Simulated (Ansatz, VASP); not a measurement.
Sr: VASP beside Ansatz

Contents of INCAR:

```
ALGO = Normal
EDIFF = 1E-6
ENCUT = 520
GGA = PS
ISIF = 2
ISMEAR = -1
LASPH = T
LCHARG = F
LREAL = F
LWAVE = F
NBANDS = 11
NELM = 60
PREC = Accurate
SIGMA = 0.1
```

Contents of KPOINTS:

```
k-points
0
Gamma
  15 15 15
```

The input POSCAR:

```
Sr
1.0
    0.0000000000      2.8430847953      2.8430847953
    2.8430847953      0.0000000000      2.8430847953
    2.8430847953      2.8430847953      0.0000000000
Sr
1
Direct
    0.0000000000      0.0000000000      0.0000000000
```

Input for Ansatz:

```yaml
crystal:
  lattice:
    - [0.0, 2.8430847953, 2.8430847953]
    - [2.8430847953, 0.0, 2.8430847953]
    - [2.8430847953, 2.8430847953, 0.0]
  atoms:
    - { symbol: Sr, position: [0.0, 0.0, 0.0] }
hamiltonian:
  xc: pbesol
  pseudopotentials:
    kind: paw
    azcp:
      Sr: "pseudopotentials/Sr.paw.azcp"
basis:
  ecutwfc: 420
  fft_grid_basis: typed
kpoints:
  mp_grid: { grid: [15, 15, 15], shift: [0, 0, 0] }
magnetization:
  spin_polarized: false
scf:
  occupations: { method: fermi_dirac, width: 0.1 }
output:
  stress: true
```

Alike in both runs: task single point; functional PBEsol; k mesh 15 × 15 × 15; occupations fermi-dirac, width 0.1 eV; no spin polarisation.

|  | VASP | Ansatz |
| --- | --- | --- |
| version | VASP 6.6.1 | Ansatz 0.2.0 |
| potentials or method | VASP PAW PBE potentials, release 64 (Sr_sv), cutoff 520 eV | plane waves (420 eV) with PAW, scalar-relativistic |
| valence electrons in the cell | 10 | 10 |

```tsv
	VASP	Ansatz	Ansatz less VASP
pressure (GPa)	1.9	1.9	-0.02
```

VASP's potentials were made for PBE, not for PBEsol, and Ansatz warns of the same on its side.
